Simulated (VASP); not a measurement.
# Si5Ge3 (P1) in VASP: single point with PBEsol

Aim: the single point of Si5Ge3 with PBEsol.

All numbers are computed with VASP 6.6.1; they aren't measurements. Logs are shortened: lines on timing, memory, paths and dates and some standing lists are left out, and cuts for length are marked.

**1. The cell of the first run**

The typed cell holds 64 atoms: a = 11.031 Å, b = 11.031 Å, c = 11.031 Å, α = 90.00°, β = 90.00°, γ = 90.00°.

**2. Single point, PBEsol**

Contents of INCAR:

```
PREC     = Accurate       # precision mode
ENCUT    = 520            # plane-wave cutoff, eV
EDIFF    = 1E-6           # SCF threshold, eV
ISMEAR   = -1             # smearing method
SIGMA    = 0.05           # smearing width, eV
LREAL    = Auto         
LASPH    = True           # aspherical terms in the spheres
NELM     = 60             # most SCF steps
ALGO     = Normal         # electronic algorithm
ISIF     = 2              # what is computed and relaxed
LWAVE    = False          # write WAVECAR
LCHARG   = True           # write CHGCAR
GGA      = PS             # functional
LELF     = True           # ELF
LVHAR    = True         
ISYM     = 0            
NBANDS   = 286            # bands
NCORE    = 4
```

Contents of KPOINTS:

```
Automatic mesh
0
Gamma
  1 1 1
  0.25 0.25 0.25
```

Contents of POSCAR:

```
Si5Ge3
1.0
   11.0312391353      0.0000000000      0.0000000000
    0.0000000000     11.0312391353      0.0000000000
    0.0000000000      0.0000000000     11.0312391353
Si Ge
40 24
Direct
    0.0039430000      0.0029270000      0.9963650000
    0.0001490000      0.0045030000      0.5034010000
    0.0024160000      0.4993860000      0.9947550000
    0.0035150000      0.4968750000      0.5020390000
    0.4973700000      0.0033910000      0.5017650000
    0.4952440000      0.5016370000      0.0005660000
    0.1268790000      0.1263360000      0.1241270000
    0.1255640000      0.1268040000      0.6258390000
    0.1239550000      0.6236450000      0.6279720000
    0.6257990000      0.1257900000      0.6246340000
    0.6204580000      0.6252670000      0.1228690000
    0.2485250000      0.2510060000      0.9977450000
    0.2483810000      0.2492700000      0.5002810000
    0.2506460000      0.7519920000      0.9975740000
    0.7529500000      0.2483960000      0.5023670000
    0.3711800000      0.3759570000      0.1222450000
    0.3708930000      0.3724830000      0.6264830000
    0.3720350000      0.8742190000      0.1248800000
    0.3738460000      0.8807510000      0.6261660000
    0.8786720000      0.3722870000      0.6238510000
    0.8791880000      0.8794290000      0.6279500000
    0.2514050000      0.0023990000      0.2479000000
    0.2482740000      0.0019600000      0.7491600000
    0.2481690000      0.4957670000      0.2480170000
    0.2486350000      0.4987930000      0.7506890000
    0.7527130000      0.0031740000      0.7476580000
    0.3715020000      0.1245300000      0.3771110000
    0.3712690000      0.1271550000      0.8724100000
    0.3711570000      0.6243040000      0.8759060000
    0.8791550000      0.1284990000      0.3790620000
    0.8790260000      0.1244070000      0.8710390000
    0.8801560000      0.6253950000      0.8742680000
    0.0039640000      0.2489730000      0.2521220000
    0.0017040000      0.2498710000      0.7487530000
    0.0016460000      0.7515220000      0.7506340000
    0.4965740000      0.2476880000      0.7469400000
    0.4980560000      0.7504720000      0.2453600000
    0.1267400000      0.3743110000      0.3758390000
    0.1249390000      0.3743090000      0.8732410000
    0.1269650000      0.8764900000      0.8738810000
    0.4950170000      0.0002270000      0.9982110000
    0.4975380000      0.4971710000      0.5018110000
    0.1275720000      0.6230460000      0.1210800000
    0.6236940000      0.1255900000      0.1246910000
    0.6247330000      0.6258860000      0.6257290000
    0.2498400000      0.7514260000      0.5033440000
    0.7522030000      0.2482330000      0.9963750000
    0.7503520000      0.7467180000      0.9983060000
    0.7526510000      0.7547120000      0.5030710000
    0.8802360000      0.3752750000      0.1238900000
    0.8774920000      0.8781540000      0.1219830000
    0.7530000000      0.0040540000      0.2533830000
    0.7480330000      0.5014470000      0.2478630000
    0.7549740000      0.4996690000      0.7495690000
    0.3733610000      0.6239460000      0.3705190000
    0.8777700000      0.6236520000      0.3778860000
    0.0026980000      0.7505330000      0.2494030000
    0.4939100000      0.2504600000      0.2499120000
    0.4945840000      0.7509850000      0.7501360000
    0.1252060000      0.8814270000      0.3761960000
    0.6265570000      0.3714510000      0.3769320000
    0.6203660000      0.3754430000      0.8735130000
    0.6203370000      0.8761740000      0.3747730000
    0.6267810000      0.8773870000      0.8717050000
```

Potentials or basis: VASP PAW PBE potentials, release 64 (Si, Ge_d).

Command:

```sh
$ cat potpaw_PBE.64/Si/POTCAR potpaw_PBE.64/Ge_d/POTCAR > POTCAR
$ mpirun -np 4 vasp_std > vasp.out
```

OUTCAR:

```text
PREC = Accurate
   ENCUT = 520
   EDIFF = 1E-6
   ISMEAR = -1
   LREAL = Auto
   LASPH = True
   NELM = 60
   ISIF = 2
   GGA = PS
   ISYM = 0

 ion  position               nearest neighbor table
   1  0.004  0.003  0.996-  31 2.37  40 2.37   7 2.38  51 2.40
   2  0.000  0.005  0.503-  30 2.35   8 2.36  21 2.36  60 2.39
   3  0.002  0.499  0.995-  32 2.35  39 2.35  43 2.39  50 2.39
   4  0.004  0.497  0.502-  20 2.36  38 2.37   9 2.38  56 2.40
   5  0.497  0.003  0.502-  19 2.36  27 2.37  10 2.38  63 2.40
   6  0.495  0.502  0.001-  11 2.36  29 2.37  16 2.37  62 2.41
[... 56 lines left out ...]
  63  0.620  0.876  0.375-   5 2.40  37 2.40  52 2.43  49 2.43
  64  0.627  0.877  0.872-  26 2.39  59 2.42  48 2.43  41 2.43

IMPORTANT INFORMATION: All symmetrisations will be switched off!
NOSYMM: (Re-)initialisation of all symmetry stuff for point group C_1.

----------------------------------------------------------------------------------------

                                     Primitive cell

  volume of cell :    1342.3720

  direct lattice vectors                    reciprocal lattice vectors
    11.031239135  0.000000000  0.000000000     0.090651647  0.000000000  0.000000000
     0.000000000 11.031239135  0.000000000     0.000000000  0.090651647  0.000000000
     0.000000000  0.000000000 11.031239135     0.000000000  0.000000000  0.090651647

  length of vectors
    11.031239135 11.031239135 11.031239135     0.090651647  0.090651647  0.090651647

  position of ions in fractional coordinates (direct lattice)
     0.003943000  0.002927000  0.996365000
     0.000149000  0.004503000  0.503401000
     0.002416000  0.499386000  0.994755000
     0.003515000  0.496875000  0.502039000
     0.497370000  0.003391000  0.501765000
     0.495244000  0.501637000  0.000566000
[... 56 lines left out ...]
     0.620337000  0.876174000  0.374773000
     0.626781000  0.877387000  0.871705000

  ion indices of the primitive-cell ions
   primitive index   ion index
                 1           1
                 2           2
                 3           3
                 4           4
                 5           5
                 6           6
[... 56 lines left out ...]
                63          63
                64          64

----------------------------------------------------------------------------------------

 KPOINTS: Automatic mesh

Automatic generation of k-mesh.
 Grid dimensions read from file:
 generate k-points for:    1    1    1

 Generating k-lattice:

  Cartesian coordinates                     Fractional coordinates (reciprocal lattice)
     0.090651647  0.000000000  0.000000000     1.000000000  0.000000000  0.000000000
     0.000000000  0.090651647  0.000000000     0.000000000  1.000000000  0.000000000
     0.000000000  0.000000000  0.090651647     0.000000000  0.000000000  1.000000000

  Length of vectors
     0.090651647  0.090651647  0.090651647

  Shift w.r.t. Gamma in fractional coordinates (k-lattice)
     0.250000000  0.250000000  0.250000000

 Subroutine IBZKPT returns following result:
 ===========================================

 Found      4 irreducible k-points:

 Following reciprocal coordinates:
            Coordinates               Weight
  0.250000  0.250000  0.250000      2.000000
 -0.250000  0.250000  0.250000      2.000000
 -0.250000 -0.250000  0.250000      2.000000
  0.250000 -0.250000  0.250000      2.000000
   k-points           NKPTS =      4   k-points in BZ     NKDIM =      4   number of bands    NBANDS=    286
   number of dos      NEDOS =    301   number of ions     NIONS =     64
   total plane-waves  NPLWV = 592704
   dimension x,y,z NGX =    84 NGY =   84 NGZ =   84
   dimension x,y,z NGXF=   168 NGYF=  168 NGZF=  168
   ions per type =              40  24
   NGX,Y,Z   is equivalent  to a cutoff of  12.66, 12.66, 12.66 a.u.
   NGXF,Y,Z  is equivalent  to a cutoff of  25.32, 25.32, 25.32 a.u.
 SYSTEM =  unknown system
   PREC   = accura    normal or accurate (medium, high low for compatibility)
   ISTART =      0    job   : 0-new  1-cont  2-samecut
   ICHARG =      2    charge: 1-file 2-atom 10-const
   ISPIN  =      1    spin polarized calculation?
   LNONCOLLINEAR =      F non collinear calculations
   LSORBIT =      F    spin-orbit coupling
   LASPH  =      T    aspherical Exc in radial PAW
   ENCUT  =  520.0 eV  38.22 Ry    6.18 a.u.  20.51 20.51 20.51*2*pi/ulx,y,z
   NELM   =     60;   NELMIN=  2; NELMDL= -5     # of ELM steps
   EDIFF  = 0.1E-05   stopping-criterion for ELM
   LREAL  =      T    real-space projection
   EDIFFG = 0.1E-04   stopping-criterion for IOM
   NSW    =      0    number of steps for IOM
   IBRION =     -1    ionic relax: 0-MD 1-quasi-New 2-CG
   NFREE  =      0    steps in history (QN), initial steepest desc. (CG)
   ISIF   =      2    stress and relaxation
   ISYM   =      0    0-nonsym 1-usesym 2-fastsym
   POTIM  = 0.5000    time-step for ionic-motion
   TEBEG  =    0.0;   TEEND  =   0.0 temperature during run
   PSTRESS=    0.0 pullay stress
   NELECT =     496.0000    total number of electrons
   NUPDOWN=      -1.0000    fix difference up-down
   EMIN   =  10.00;   EMAX   =-10.00  energy-range for DOS
   EFERMI =   0.00;   METHOD = LEGACY
   ISMEAR =    -1;   SIGMA  =   0.05  broadening in eV -4-tet -1-fermi 0-gaus
   EFERMI_NEDOS =   21; number of points for ismear=-14 and -15
   IALGO  =     38    algorithm
   IMIX   =      4    mixing-type and parameters
     AMIX     =   0.40;   BMIX     =  1.00
     AMIX_MAG =   1.60;   BMIX_MAG =  1.00
  volume/ion in A,a.u.               =      20.97       141.54
  Fermi-wavevector in a.u.,A,eV,Ry     =   1.174747  2.219950 18.776462  1.380031
  Thomas-Fermi vector in A             =   2.311139
   LORBIT       =      0    0 simple, 1 ext, 2 COOP (PROOUT), +10 PAW based schemes
   GGA     = PS    functional components
   LHFCALC =     F    Hartree Fock is set to
   AEXX    =    0.0000 exact exchange contribution
   IVDW    =     0    specifies the selected vdW correction
   LEPSILON=     F    determine dielectric tensor
   LRPA    =     F    only Hartree local field effects (RPA)
 non-spin polarized calculation
  energy-cutoff  :      520.00
  volume of cell :     1342.37
 maximum number of plane-waves:     36219
 NGX is ok and might be reduce to    84
   NGX = 41   NGY = 41   NGZ = 41

 number of electron     496.0000073 magnetization

 Free energy of the ion-electron system (eV)
  ---------------------------------------------------
  ext. energy  EPLUGINS =         0.00000000
  ---------------------------------------------------
  free energy    TOTEN  =      -347.63246133 eV

  energy without entropy =     -347.63224513  energy(sigma->0) =     -347.63235323

 E-fermi :   5.6421     XC(G=0):  -9.7961

 val. band max:        5.1657727685   @ k =  -0.2500  -0.2500   0.2500
 cond. band min:       6.1050879951   @ k =   0.2500  -0.2500   0.2500
 fundamental gap:      0.9393152266
 Fermi energy:         5.6420584130

 k-point     1 :       0.2500    0.2500    0.2500
  band No.  band energies     occupation
      1     -19.0530      2.00000
      2     -19.0515      2.00000
      3     -19.0462      2.00000
      4     -19.0438      2.00000
      5     -19.0387      2.00000
      6     -19.0365      2.00000
[... 252 lines left out ...]
    259       7.1554      0.00000
    260       7.2143      0.00000

 k-point     2 :      -0.2500    0.2500    0.2500
  band No.  band energies     occupation
      1     -19.0530      2.00000
      2     -19.0515      2.00000
      3     -19.0463      2.00000
      4     -19.0436      2.00000
      5     -19.0384      2.00000
      6     -19.0370      2.00000
[... 252 lines left out ...]
    259       7.1671      0.00000
    260       7.2120      0.00000

 k-point     3 :      -0.2500   -0.2500    0.2500
  band No.  band energies     occupation
      1     -19.0530      2.00000
      2     -19.0515      2.00000
      3     -19.0453      2.00000
      4     -19.0435      2.00000
      5     -19.0397      2.00000
      6     -19.0378      2.00000
[... 252 lines left out ...]
    259       7.1460      0.00000
    260       7.2112      0.00000

 k-point     4 :       0.2500   -0.2500    0.2500
  band No.  band energies     occupation
      1     -19.0530      2.00000
      2     -19.0515      2.00000
      3     -19.0453      2.00000
      4     -19.0437      2.00000
      5     -19.0398      2.00000
      6     -19.0373      2.00000
[... 252 lines left out ...]
    259       7.1449      0.00000
    260       7.1928      0.00000
 [bands above 260 left out]

------------------------ aborting loop because EDIFF is reached ----------------------------------------

  FORCE on cell =-STRESS in cart. coord.  units (eV):
  Direction    XX          YY          ZZ          XY          YZ          ZX
  --------------------------------------------------------------------------------------
  -------------------------------------------------------------------------------------
  Total        0.3243117      0.2547432      0.2503795     -0.3376661     -0.4029975     -0.3604646
  in kB        0.3870796      0.3040467      0.2988384     -0.4030187     -0.4809944     -0.4302297
  external PRESSURE =       0.3299882 kB  Pullay stress =       0.0000000 kB

 VOLUME and BASIS-vectors are now :
 -----------------------------------------------------------------------------
  energy-cutoff  :      520.00
  volume of cell :     1342.37
      direct lattice vectors                 reciprocal lattice vectors
    11.031239135  0.000000000  0.000000000     0.090651647  0.000000000  0.000000000
     0.000000000 11.031239135  0.000000000     0.000000000  0.090651647  0.000000000
     0.000000000  0.000000000 11.031239135     0.000000000  0.000000000  0.090651647

 POSITION                                       TOTAL-FORCE (eV/Angst)
 -----------------------------------------------------------------------------------
      0.04350      0.03229     10.99114         0.030331      0.020022      0.019093
      0.00164      0.04967      5.55314         0.011617      0.012231      0.035307
      0.02665      5.50885     10.97338         0.032734      0.029577      0.021636
      0.03877      5.48115      5.53811         0.021353      0.009454      0.031147
      5.48661      0.03741      5.53509         0.027866      0.021358      0.007662
      5.46315      5.53368      0.00624         0.003207      0.012137      0.005150
[... 56 lines left out ...]
      6.84309      9.66528      4.13421         0.009939      0.017283      0.007192
      6.91417      9.67867      9.61599        -0.017706     -0.000166     -0.017952
 -----------------------------------------------------------------------------------
    total drift:                                0.001579     -0.005236      0.014811

  FREE ENERGIE OF THE ION-ELECTRON SYSTEM (eV)
  ---------------------------------------------------
  free  energy   TOTEN  =      -347.6324613324 eV

  energy  without entropy=     -347.6322451267  energy(sigma->0) =     -347.63235323
```

It took 11 min on 4 MPI ranks of AMD EPYC 7R43 (Zen 3), shared host; peak memory 0.5 GiB.

What came out:

```yaml
Free_energy: -347.6325 eV
Pressure: 0.0 GPa
Largest_force: 0.070 eV/Å
Band_gap_on_the_k_mesh: 0.94 eV
```

Forces in eV/Å, atoms in the order of the input:
```
Si   0.030  0.020  0.019
Si   0.012  0.012  0.035
Si   0.033  0.030  0.022
Si   0.021  0.009  0.031
Si   0.028  0.021  0.008
Si   0.003  0.012  0.005
Si  -0.038 -0.013 -0.034
Si  -0.034 -0.031 -0.038
Si  -0.014 -0.026 -0.026
Si  -0.041 -0.024 -0.023
Si  -0.035 -0.006  0.005
Si   0.018  0.035  0.038
Si   0.028  0.044  0.029
Si   0.010  0.022  0.010
Si   0.030  0.010  0.041
Si  -0.013 -0.006 -0.042
Si  -0.017 -0.012 -0.008
Si  -0.023 -0.019 -0.008
Si  -0.020 -0.028 -0.032
Si  -0.018 -0.009 -0.018
Si  -0.028 -0.031 -0.018
Si   0.022  0.018  0.019
Si   0.029  0.035  0.043
Si   0.027  0.013  0.025
Si   0.028  0.029  0.025
Si   0.028  0.030 -0.008
Si  -0.001 -0.029 -0.022
Si  -0.030 -0.011 -0.029
Si  -0.014 -0.043 -0.003
Si  -0.030 -0.011 -0.045
Si  -0.017 -0.020 -0.008
Si  -0.002 -0.024 -0.044
Si   0.014  0.010  0.019
Si   0.030  0.045  0.044
Si   0.031  0.033  0.024
Si   0.042  0.038  0.028
Si   0.016  0.015  0.005
Si  -0.040 -0.034 -0.029
Si  -0.027 -0.042 -0.036
Si  -0.045 -0.045 -0.015
Ge   0.001  0.018  0.024
Ge  -0.029 -0.006  0.002
Ge   0.006 -0.019 -0.040
Ge  -0.010 -0.008  0.006
Ge   0.013 -0.003  0.007
Ge  -0.011 -0.008  0.024
Ge   0.043  0.020 -0.005
Ge   0.018  0.010  0.033
Ge  -0.001  0.005 -0.020
Ge   0.000 -0.047 -0.021
Ge   0.009  0.001 -0.004
Ge  -0.012 -0.022  0.008
Ge   0.008  0.030  0.010
Ge   0.019 -0.017  0.001
Ge   0.010  0.006 -0.006
Ge  -0.012 -0.005  0.004
Ge  -0.024  0.019 -0.003
Ge   0.014  0.001  0.017
Ge   0.013  0.016  0.010
Ge   0.008 -0.007 -0.017
Ge  -0.015 -0.013 -0.005
Ge  -0.036 -0.006 -0.005
Ge   0.010  0.017  0.007
Ge  -0.018  0.000 -0.018
```

Caveat: the PAW data sets were made with another functional, which shifts forces and pressure a little; a shifted mesh leaves out Γ, where band edges can lie.
